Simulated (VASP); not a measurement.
# PtS2 (P-3m1) in VASP: further runs

PtS2 is run at these levels: PBE; tasks: single point.

Program: VASP 6.6.1. These are calculated values, not measurements. Logs are shortened: lines on timing, memory, paths and dates and some standing lists are left out, and cuts for length are marked.

## Step 1: The cell of the first run

Symmetry: P-3m1, No. 164, trigonal system. Conventional cell: a = 3.543 Å, b = 3.543 Å, c = 5.291 Å, α = 90.00°, β = 90.00°, γ = 120.00°. Pt (site symmetry -3m) has 6 S at 2.44 Å within 3.2 Å. Within 3.2 Å of S (site symmetry 3m) lie 3 Pt at 2.44 Å.

## Step 2: Single point, PBE (strain +0.000 along x and y, +0.050 along z)

Input file INCAR:

```
SYSTEM = PtS2
PREC = Accurate
ENCUT = 520
EDIFF = 1E-7
ISMEAR = 0
SIGMA = 0.05
LREAL = .False.
LASPH = .True.
NELM = 80
ALGO = Normal
ISIF = 2
LWAVE = .False.
LCHARG = .False.
GGA = PE
NBANDS = 18
```

Input file KPOINTS:

```
regular mesh
0
Gamma
  12 12 8
  0 0 0
```

Input file POSCAR:

```
PtS2
1.0
    3.5431994758      0.0000000000      0.0000000000
   -1.7715997379      3.0685007567      0.0000000000
    0.0000000000      0.0000000000      5.2907400000
Pt S
1 2
Direct
    0.0000000000      0.0000000000      0.0000000000
    0.3333333333      0.6666666667      0.2500000000
    0.6666666667      0.3333333333      0.7500000000
```

Potentials or basis: VASP PAW PBE potentials, release 64 (Pt, S).

Launch:

```console
> cat potpaw_PBE.64/Pt/POTCAR potpaw_PBE.64/S/POTCAR > POTCAR
> mpirun -np 1 vasp_std > vasp.out
```

OUTCAR:

```text
SYSTEM = PtS2
   PREC = Accurate
   ENCUT = 520
   EDIFF = 1E-7
   ISMEAR = 0
   LREAL = .False.
   LASPH = .True.
   NELM = 80
   ISIF = 2
   GGA = PE

 ion  position               nearest neighbor table
   1  0.000  0.000  0.000-   2 2.44   3 2.44   2 2.44   3 2.44   3 2.44   2 2.44
   2  0.333  0.667  0.250-   1 2.44   1 2.44   1 2.44
   3  0.667  0.333  0.750-   1 2.44   1 2.44   1 2.44

  LATTYP: Found a hexagonal cell.
 ALAT       =     3.5431994758
 C/A-ratio  =     1.4932097490

  Lattice vectors:

 A1 = (   3.5431994758,   0.0000000000,   0.0000000000)
 A2 = (  -1.7715997379,   3.0685007567,   0.0000000000)
 A3 = (   0.0000000000,   0.0000000000,   5.2907400000)

Analysis of symmetry for initial positions (statically):
=====================================================================
 Subroutine PRICEL returns:
 Original cell was already a primitive cell.

 Routine SETGRP: Setting up the symmetry group for a
 hexagonal supercell.

 Subroutine GETGRP returns: Found 12 space group operations
 (whereof 12 operations were pure point group operations)
 out of a pool of 24 trial point group operations.

The static configuration has the point symmetry D_3d.

Analysis of symmetry for dynamics (positions and initial velocities):
=====================================================================
 Subroutine PRICEL returns:
 Original cell was already a primitive cell.

 Routine SETGRP: Setting up the symmetry group for a
 hexagonal supercell.

 Subroutine GETGRP returns: Found 12 space group operations
 (whereof 12 operations were pure point group operations)
 out of a pool of 24 trial point group operations.

The dynamic configuration has the point symmetry D_3d.

 Subroutine INISYM returns: Found 12 space group operations
 (whereof 12 operations are pure point group operations),
 and found     1 'primitive' translations

----------------------------------------------------------------------------------------

                                     Primitive cell

  volume of cell :      57.5226

  direct lattice vectors                    reciprocal lattice vectors
     3.543199476  0.000000000  0.000000000     0.282230794  0.162946025  0.000000000
    -1.771599738  3.068500757  0.000000000     0.000000000  0.325892049  0.000000000
     0.000000000  0.000000000  5.290740000     0.000000000  0.000000000  0.189009477

  length of vectors
     3.543199476  3.543199476  5.290740000     0.325892049  0.325892049  0.189009477

  position of ions in fractional coordinates (direct lattice)
     0.000000000  0.000000000  0.000000000
     0.333333333  0.666666667  0.250000000
     0.666666667  0.333333333  0.750000000

  ion indices of the primitive-cell ions
   primitive index   ion index
                 1           1
                 2           2
                 3           3

----------------------------------------------------------------------------------------

 KPOINTS: regular mesh

Automatic generation of k-mesh.
 Grid dimensions read from file:
 generate k-points for:   12   12    8

 Generating k-lattice:

  Cartesian coordinates                     Fractional coordinates (reciprocal lattice)
     0.023519233  0.013578835  0.000000000     0.083333333  0.000000000  0.000000000
     0.000000000  0.027157671  0.000000000     0.000000000  0.083333333  0.000000000
     0.000000000  0.000000000  0.023626185     0.000000000  0.000000000  0.125000000

  Length of vectors
     0.027157671  0.027157671  0.023626185

  Shift w.r.t. Gamma in fractional coordinates (k-lattice)
     0.000000000  0.000000000  0.000000000

 Subroutine IBZKPT returns following result:
 ===========================================

 Found    131 irreducible k-points:

 Following reciprocal coordinates:
            Coordinates               Weight
  0.000000  0.000000  0.000000      1.000000
  0.083333  0.000000  0.000000      6.000000
  0.166667  0.000000  0.000000      6.000000
  0.250000  0.000000  0.000000      6.000000
  0.333333  0.000000  0.000000      6.000000
  0.416667  0.000000  0.000000      6.000000
[... 16 lines left out ...]
  0.166667  0.000000  0.125000      6.000000
  0.000000  0.166667  0.125000      6.000000
 [... further k-points ...]
   k-points           NKPTS =    131   k-points in BZ     NKDIM =    131   number of bands    NBANDS=     18
   number of dos      NEDOS =    301   number of ions     NIONS =      3
   total plane-waves  NPLWV =  31360
   dimension x,y,z NGX =    28 NGY =   28 NGZ =   40
   dimension x,y,z NGXF=    56 NGYF=   56 NGZF=   80
   ions per type =               1   2
   NGX,Y,Z   is equivalent  to a cutoff of  13.14, 13.14, 12.57 a.u.
   NGXF,Y,Z  is equivalent  to a cutoff of  26.28, 26.28, 25.14 a.u.
 SYSTEM =  PtS2
   PREC   = accura    normal or accurate (medium, high low for compatibility)
   ISTART =      0    job   : 0-new  1-cont  2-samecut
   ICHARG =      2    charge: 1-file 2-atom 10-const
   ISPIN  =      1    spin polarized calculation?
   LNONCOLLINEAR =      F non collinear calculations
   LSORBIT =      F    spin-orbit coupling
   LASPH  =      T    aspherical Exc in radial PAW
   ENCUT  =  520.0 eV  38.22 Ry    6.18 a.u.   6.59  6.59  9.84*2*pi/ulx,y,z
   NELM   =     80;   NELMIN=  2; NELMDL= -5     # of ELM steps
   EDIFF  = 0.1E-06   stopping-criterion for ELM
   LREAL  =      F    real-space projection
   EDIFFG = 0.1E-05   stopping-criterion for IOM
   NSW    =      0    number of steps for IOM
   IBRION =     -1    ionic relax: 0-MD 1-quasi-New 2-CG
   NFREE  =      0    steps in history (QN), initial steepest desc. (CG)
   ISIF   =      2    stress and relaxation
   ISYM   =      2    0-nonsym 1-usesym 2-fastsym
   POTIM  = 0.5000    time-step for ionic-motion
   TEBEG  =    0.0;   TEEND  =   0.0 temperature during run
   PSTRESS=    0.0 pullay stress
   NELECT =      22.0000    total number of electrons
   NUPDOWN=      -1.0000    fix difference up-down
   EMIN   =  10.00;   EMAX   =-10.00  energy-range for DOS
   EFERMI =   0.00;   METHOD = LEGACY
   ISMEAR =     0;   SIGMA  =   0.05  broadening in eV -4-tet -1-fermi 0-gaus
   EFERMI_NEDOS =   21; number of points for ismear=-14 and -15
   IALGO  =     38    algorithm
   IMIX   =      4    mixing-type and parameters
     AMIX     =   0.40;   BMIX     =  1.00
     AMIX_MAG =   1.60;   BMIX_MAG =  1.00
  volume/ion in A,a.u.               =      19.17       129.39
  Fermi-wavevector in a.u.,A,eV,Ry     =   1.188328  2.245614 19.213104  1.412123
  Thomas-Fermi vector in A             =   2.324460
   LORBIT       =      0    0 simple, 1 ext, 2 COOP (PROOUT), +10 PAW based schemes
   GGA     = PE    functional components
   LHFCALC =     F    Hartree Fock is set to
   AEXX    =    0.0000 exact exchange contribution
   IVDW    =     0    specifies the selected vdW correction
   LEPSILON=     F    determine dielectric tensor
   LRPA    =     F    only Hartree local field effects (RPA)
 non-spin polarized calculation
 Gauss-broadening in eV      SIGMA  =   0.05
  energy-cutoff  :      520.00
  volume of cell :       57.52
 maximum number of plane-waves:      1580
 NGX is ok and might be reduce to    28
   NGX = 13   NGY = 13   NGZ = 19

 number of electron      22.0000002 magnetization

 Free energy of the ion-electron system (eV)
  ---------------------------------------------------
  ext. energy  EPLUGINS =         0.00000000
  ---------------------------------------------------
  free energy    TOTEN  =       -15.31827939 eV

  energy without entropy =      -15.31827939  energy(sigma->0) =      -15.31827939

 E-fermi :   6.2724     XC(G=0): -10.4356

 val. band max:        6.0044597752   @ k =   0.0000   0.0000   0.0000
 cond. band min:       6.6620453970   @ k =   0.0000   0.2500   0.3750
 fundamental gap:      0.6575856217
 Fermi energy:         6.2724481290

 k-point     1 :       0.0000    0.0000    0.0000
  band No.  band energies     occupation
      1      -8.6524      2.00000
      2      -6.2707      2.00000
      3      -0.5764      2.00000
      4       0.2146      2.00000
      5       0.2146      2.00000
      6       2.6235      2.00000
[... 10 lines left out ...]
     17      14.3946      0.00000
     18      18.5936      0.00000

 k-point     2 :       0.0833    0.0000    0.0000
  band No.  band energies     occupation
      1      -8.5691      2.00000
      2      -6.2915      2.00000
      3      -0.4791      2.00000
      4       0.2437      2.00000
      5       0.2632      2.00000
      6       2.4974      2.00000
[... 10 lines left out ...]
     17      14.6535      0.00000
     18      17.4650      0.00000

 k-point     3 :       0.1667    0.0000    0.0000
  band No.  band energies     occupation
      1      -8.3285      2.00000
      2      -6.3493      2.00000
      3      -0.2057      2.00000
      4       0.3479      2.00000
      5       0.3902      2.00000
      6       2.0436      2.00000
[... 10 lines left out ...]
     17      15.2729      0.00000
     18      15.9452      0.00000

 k-point     4 :       0.2500    0.0000    0.0000
  band No.  band energies     occupation
      1      -7.9617      2.00000
      2      -6.4323      2.00000
      3       0.1302      2.00000
      4       0.5383      2.00000
      5       0.6049      2.00000
      6       1.2836      2.00000
[... 375 lines left out ...]
      4       0.2586      2.00000
      5       0.2742      2.00000
      6       2.4822      2.00000
[... 10 lines left out ...]
     17      14.7814      0.00000
     18      16.8659      0.00000

 k-point    23 :       0.1667    0.0000    0.1250
  band No.  band energies     occupation
      1      -8.2821      2.00000
      2      -6.4408      2.00000
      3      -0.0909      2.00000
      4       0.3480      2.00000
      5       0.4077      2.00000
      6       2.0816      2.00000
[... 10 lines left out ...]
     17      14.9580      0.00000
     18      15.8281      0.00000

 k-point    24 :       0.0000    0.1667    0.1250
  band No.  band energies     occupation
      1      -8.2893      2.00000
      2      -6.4219      2.00000
      3      -0.2196      2.00000
      4       0.3753      2.00000
      5       0.4744      2.00000
      6       1.9830      2.00000
[... 10 lines left out ...]
     17      15.5459      0.00000
     18      15.5714      0.00000

 [... further k-points ...]

------------------------ aborting loop because EDIFF is reached ----------------------------------------

  FORCE on cell =-STRESS in cart. coord.  units (eV):
  Direction    XX          YY          ZZ          XY          YZ          ZX
  --------------------------------------------------------------------------------------
  -------------------------------------------------------------------------------------
  Total       -0.5815564     -0.5815564     -1.9931831      0.0000000      0.0000000      0.0000000
  in kB      -16.1981032    -16.1981032    -55.5161719      0.0000000      0.0000000      0.0000000
  external PRESSURE =     -29.3041261 kB  Pullay stress =       0.0000000 kB

 VOLUME and BASIS-vectors are now :
 -----------------------------------------------------------------------------
  energy-cutoff  :      520.00
  volume of cell :       57.52
      direct lattice vectors                 reciprocal lattice vectors
     3.543199476  0.000000000  0.000000000     0.282230794  0.162946025  0.000000000
    -1.771599738  3.068500757  0.000000000     0.000000000  0.325892049  0.000000000
     0.000000000  0.000000000  5.290740000     0.000000000  0.000000000  0.189009477

 POSITION                                       TOTAL-FORCE (eV/Angst)
 -----------------------------------------------------------------------------------
      0.00000      0.00000      0.00000         0.000000      0.000000      0.000000
     -0.00000      2.04567      1.32269        -0.000000      0.000000     -1.044186
      1.77160      1.02283      3.96806         0.000000     -0.000000      1.044186
 -----------------------------------------------------------------------------------
    total drift:                               -0.000000     -0.000000     -0.000000

  FREE ENERGIE OF THE ION-ELECTRON SYSTEM (eV)
  ---------------------------------------------------
  free  energy   TOTEN  =       -15.3182793914 eV

  energy  without entropy=      -15.3182793914  energy(sigma->0) =      -15.31827939
```

Run time: 2.2 min. Hardware: 1 thread of AMD EPYC 9R45 (Zen 5), shared host; peak memory 0.24 GiB.

Results:

| Quantity | Value |
| --- | --- |
| Free energy | -15.3183 eV |
| Pressure | -2.9 GPa |
| Largest force | 1.044 eV/Å |
| Band gap on the k mesh | 0.66 eV, indirect (least direct gap 0.87 eV) |

Forces in eV/Å, atoms in the order of the input:
```
Pt   0.000  0.000  0.000
S    0.000  0.000 -1.044
S    0.000  0.000  1.044
```

Levels at points of the mesh, in eV from the valence-band top:
| k point | band 7 | band 8 | band 9 | band 10 | band 11 | band 12 | band 13 | band 14 | band 15 | band 16 |
| --- | --- | --- | --- | --- | --- | --- | --- | --- | --- | --- |
| (0.00, 0.00, 0.00) | -3.38 | -2.10 | -0.80 | -0.80 | 0.00 | 1.92 | 1.92 | 5.01 | 5.14 | 8.39 |
| (0.50, 0.00, 0.00) | -3.15 | -2.72 | -2.66 | -2.62 | -2.16 | 1.45 | 2.37 | 5.36 | 6.42 | 8.01 |
| (0.00, 0.00, 0.50) | -3.40 | -2.63 | -1.23 | -1.05 | -1.05 | 2.42 | 2.42 | 5.77 | 6.86 | 8.12 |
| (0.50, 0.00, 0.50) | -3.02 | -2.63 | -2.27 | -2.22 | -1.43 | 1.55 | 2.19 | 4.78 | 5.49 | 7.36 |

Caveat: the cell differs from its parent crystal (strain +0.000 along x and y, +0.050 along z); spin-orbit coupling is left out, which moves the levels of the heavy elements; forces of over 1 eV/Å act on the atoms, so gaps and moduli don't describe the material at rest. A k mesh can miss the band edges.

## Step 3: Single point, PBE (strain +0.050 along x and y, -0.050 along z)

Input file INCAR:

```
SYSTEM = PtS2
ALGO = Normal ; EDIFF = 1E-7
ENCUT = 520 ; GGA = PE
ISIF = 2 ; ISMEAR = 0
LASPH = .TRUE. ; LCHARG = .FALSE.
LREAL = .FALSE. ; LWAVE = .FALSE.
NBANDS = 18 ; NELM = 100
PREC = Accurate ; SIGMA = 0.05
```

Input file KPOINTS:

```
k-points
0
G
  12 12 8
  0 0 0
```

Input file POSCAR:

```
PtS2
1.0
    3.7203594496      0.0000000000      0.0000000000
   -1.8601797248      3.2219257945      0.0000000000
    0.0000000000      0.0000000000      4.7868600000
Pt S
1 2
Direct
    0.0000000000      0.0000000000      0.0000000000
    0.3333333333      0.6666666667      0.2500000000
    0.6666666667      0.3333333333      0.7500000000
```

Potentials or basis: VASP PAW PBE potentials, release 64 (Pt, S).

Launch:

```console
> cat potpaw_PBE.64/Pt/POTCAR potpaw_PBE.64/S/POTCAR > POTCAR
> mpirun -np 1 vasp_std > vasp.out
```

Run time: 1.8 min. Hardware: 1 thread of AMD EPYC 9R45 (Zen 5), shared host; peak memory 0.23 GiB.

It converged, with:

```yaml
Free_energy: -15.2671 eV
Pressure: -6.9 GPa
Largest_force: 0.600 eV/Å
Band_gap_on_the_k_mesh: 0.08 eV, indirect (least direct gap 0.62 eV)
```

Forces on the atoms (eV/Å):
```
Pt   0.000  0.000  0.000
S    0.000  0.000 -0.600
S    0.000  0.000  0.600
```

Stress tensor (GPa, compression positive):
```
-9.23  0.00  0.00
 0.00 -9.23  0.00
 0.00  0.00 -2.22
```

Levels at points of the mesh, in eV from the valence-band top:
| k point | band 9 | band 10 | band 11 | band 12 | band 13 | band 14 |
| --- | --- | --- | --- | --- | --- | --- |
| (0.00, 0.00, 0.00) | -1.48 | -1.48 | 0.00 | 1.22 | 1.22 | 3.98 |
| (0.50, 0.00, 0.00) | -3.25 | -3.19 | -2.68 | 0.72 | 2.04 | 4.90 |
| (0.00, 0.00, 0.50) | -1.88 | -1.88 | -1.50 | 2.01 | 2.01 | 5.34 |
| (0.50, 0.00, 0.50) | -3.00 | -2.89 | -1.35 | 0.91 | 1.28 | 4.83 |

Caveat: the cell differs from its parent crystal (strain +0.050 along x and y, -0.050 along z); spin-orbit coupling is left out, which moves the levels of the heavy elements.
